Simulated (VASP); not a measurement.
Mg32O31 (a cell with a defect): single point with PBE+D3(BJ)

System: Mg32O31 (a cell with a defect).

```
CELL_PARAMETERS angstrom
8.82240 0.00000 0.00000
0.00000 8.82240 0.00000
0.00000 0.00000 8.82240
ATOMIC_POSITIONS crystal
Mg 0.49937 0.00020 0.99981
Mg 0.74875 0.24949 0.99977
Mg 0.74925 0.99958 0.24970
Mg 0.99926 0.00171 0.99976
Mg 0.24997 0.24953 0.99997
Mg 0.49948 0.49884 0.99982
Mg 0.74713 0.74949 0.99984
Mg 0.24943 0.99971 0.24976
Mg 0.49952 0.24955 0.24915
Mg 0.74942 0.49942 0.24978
Mg 0.49946 0.00181 0.49988
Mg 0.74725 0.24957 0.49988
Mg 0.74919 0.99956 0.74988
Mg 0.99933 0.49725 0.99988
Mg 0.25150 0.74952 0.99994
Mg 0.99932 0.24949 0.24764
Mg 0.24946 0.49937 0.24988
Mg 0.49923 0.74951 0.24774
Mg 0.99931 0.00854 0.49996
Mg 0.25164 0.24942 0.49987
Mg 0.49942 0.49729 0.49985
Mg 0.74036 0.74949 0.49980
Mg 0.24949 0.99964 0.75007
Mg 0.49944 0.24950 0.75050
Mg 0.74930 0.49950 0.74987
Mg 0.99945 0.74960 0.24087
Mg 0.99947 0.49044 0.49997
Mg 0.25831 0.74958 0.50001
Mg 0.99934 0.24944 0.75213
Mg 0.24954 0.49943 0.75010
Mg 0.49937 0.74952 0.75210
Mg 0.99937 0.74948 0.75880
O 0.74949 0.24962 0.24998
O 0.99939 0.49909 0.24934
O 0.99935 0.24954 0.49988
O 0.24930 0.24958 0.24985
O 0.49939 0.49957 0.24994
O 0.74895 0.74956 0.24947
O 0.99935 0.00014 0.24931
O 0.49947 0.24960 0.49997
O 0.74891 0.49901 0.49988
O 0.74940 0.24964 0.74991
O 0.99937 0.49912 0.75037
O 0.99933 0.24960 0.99990
O 0.24988 0.74960 0.24944
O 0.49947 0.99961 0.24996
O 0.24982 0.49901 0.49991
O 0.49940 0.74960 0.49988
O 0.74897 0.00010 0.49993
O 0.24936 0.24963 0.74991
O 0.49940 0.49965 0.74985
O 0.74879 0.74963 0.75041
O 0.99934 0.00019 0.75050
O 0.49947 0.24970 0.99992
O 0.74950 0.49967 0.99989
O 0.99945 0.74970 0.99980
O 0.24995 0.00013 0.49991
O 0.25004 0.74966 0.75044
O 0.49949 0.99962 0.74995
O 0.24941 0.49969 0.99994
O 0.49935 0.74961 0.99994
O 0.74942 0.99963 0.99990
O 0.24945 0.99969 0.99990
```

```json
{
 "Program": "VASP 6.6.1",
 "Task": "single point",
 "Functional": "PBE",
 "Dispersion": "D3(BJ)",
 "Potentials or basis": "VASP PAW PBE potentials, release 64 (Mg, O)",
 "Cutoff": "520 eV",
 "k mesh": "1 × 1 × 1",
 "Occupations": "gaussian, width 0.05 eV",
 "Spin": "no spin polarisation"
}
```

```yaml
Pressure: -16.1 GPa
Largest_force: 0.030 eV/Å
Band_gap_on_the_k_mesh: 2.12 eV
Dispersion_energy_per_atom: -0.255 eV
```

Forces in eV/Å, atoms in the order of the input:
```
Mg   0.001  0.001  0.005
Mg   0.001  0.004  0.004
Mg   0.002  0.005  0.002
Mg   0.003  0.008  0.006
Mg   0.004  0.003 -0.004
Mg  -0.005  0.004  0.006
Mg  -0.002  0.003  0.004
Mg   0.004  0.001 -0.001
Mg  -0.002  0.002  0.003
Mg  -0.004  0.001 -0.001
Mg  -0.002  0.003 -0.002
Mg  -0.005  0.000 -0.001
Mg   0.003  0.006  0.006
Mg   0.002  0.000  0.001
Mg   0.012  0.001 -0.002
Mg   0.000  0.001 -0.003
Mg   0.002  0.001 -0.006
Mg   0.007  0.001 -0.008
Mg   0.001  0.026 -0.004
Mg   0.003  0.007  0.003
Mg  -0.003 -0.004  0.001
Mg  -0.022  0.003  0.000
Mg   0.003  0.005  0.001
Mg  -0.001  0.005  0.003
Mg  -0.002 -0.004  0.006
Mg  -0.003 -0.001 -0.025
Mg   0.000 -0.020 -0.004
Mg   0.030  0.001 -0.004
Mg   0.003  0.006  0.004
Mg   0.001 -0.004 -0.003
Mg   0.000  0.002  0.006
Mg   0.000  0.004  0.029
O   -0.003 -0.003 -0.003
O    0.001  0.012  0.015
O    0.001 -0.001  0.003
O    0.002 -0.002  0.007
O    0.001  0.001  0.003
O    0.015  0.001  0.011
O    0.000 -0.019  0.015
O   -0.006 -0.002 -0.004
O    0.016  0.016  0.003
O    0.003 -0.003 -0.005
O    0.001  0.011 -0.012
O    0.001  0.000 -0.003
O   -0.015  0.001  0.012
O   -0.004 -0.004  0.000
O   -0.009  0.014  0.000
O   -0.003  0.000  0.001
O    0.007 -0.016  0.000
O   -0.001 -0.005 -0.001
O    0.000 -0.001 -0.001
O    0.022 -0.003 -0.016
O    0.001 -0.019 -0.020
O   -0.004 -0.005 -0.001
O   -0.001 -0.001 -0.002
O   -0.004 -0.004  0.003
O   -0.017 -0.011 -0.001
O   -0.021 -0.004 -0.014
O   -0.005 -0.005 -0.006
O   -0.007 -0.005 -0.003
O    0.003  0.000  0.000
O    0.001 -0.010 -0.001
O   -0.005 -0.009 -0.001
```

Levels at points of the mesh, in eV from the valence-band top:
```csv
k point,band 123,band 124,band 125,band 126,band 127,band 128
"(0.00, 0.00, 0.00)",-2.08,-2.08,0.00,2.12,3.84,3.84
```

Wall time 3.6 min on 1 thread of Intel(R) Xeon(R) Platinum 8488C (Sapphire Rapids) (shared host), peak memory 0.64 GiB.

Caveat: the k points lie up to 0.71 Å⁻¹ apart.
